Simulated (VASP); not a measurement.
# Al: relaxation of cell and atoms with PBE

Crystal: Al.

```
CELL_PARAMETERS angstrom
0.00000 1.96077 1.96077
1.96077 0.00000 1.96077
1.96077 1.96077 0.00000
ATOMIC_POSITIONS crystal
Al 0.00000 0.00000 0.00000
```

| Quantity | Value |
| --- | --- |
| Program | VASP 6.6.1 |
| Task | relaxation of cell and atoms |
| Functional | PBE |
| Potentials or basis | VASP PAW PBE potentials, release 64 (Al) |
| Cutoff | 600 eV |
| k mesh | 18 × 18 × 18 |
| Occupations | gaussian, width 0.1 eV |
| Spin | no spin polarisation |
| Target pressure | 8 GPa |
| Dipole correction | no |
| Further INCAR settings | ALGO = Normal; EDIFF = 1e-06; IBRION = 2; EDIFFG = -0.008; NSW = 70; ISIF = 3 |

```json
{
 "Relaxed volume": "15.14 Å³/atom",
 "Relaxed cell": "a = 2.777 Å, b = 2.777 Å, c = 2.777 Å, α = 60.00°, β = 60.00°, γ = 60.00°",
 "Space group after relaxing (to 0.05 Å)": "Fm-3m (No. 225)",
 "Energy change on relaxing (the enthalpy is what falls)": "-3.0 meV/atom",
 "Ionic steps": "3",
 "Pressure after relaxing": "8.0 GPa"
}
```

Step by step:
| step | energy change (eV) | largest force (eV/Å) | pressure (GPa) | volume (Å³) |
| --- | --- | --- | --- | --- |
| 1 | 0.0000 | 0.0000 | 8.44 | 15.08 |
| 2 | -0.0045 | 0.0000 | 7.77 | 15.17 |
| 3 | -0.0030 | 0.0000 | 7.99 | 15.14 |

Final structure:
```yaml
crystal:
  lattice:
    - [0.00000, 1.96330, 1.96330]
    - [1.96330, 0.00000, 1.96330]
    - [1.96330, 1.96330, 0.00000]
  atoms:
    - { symbol: Al, position: [0.00000, 0.00000, 0.00000] }
```

Levels at points of the mesh, in eV from the Fermi level:
```
           k point  band 1  band 2  band 3  band 4
(0.00, 0.00, 0.00)  -11.74   13.11   13.11   13.11
(0.50, 0.00, 0.00)   -4.94   -4.50   11.87   11.87
(0.50, 0.50, 0.00)   -3.13   -1.63    5.28    6.02
```

It took 14 s on 1 thread of Intel Xeon 6975P-C, on a shared host, peak memory 0.15 GiB.

Caveat: the cell is relaxed towards a set pressure, so the enthalpy falls and the energy may rise.
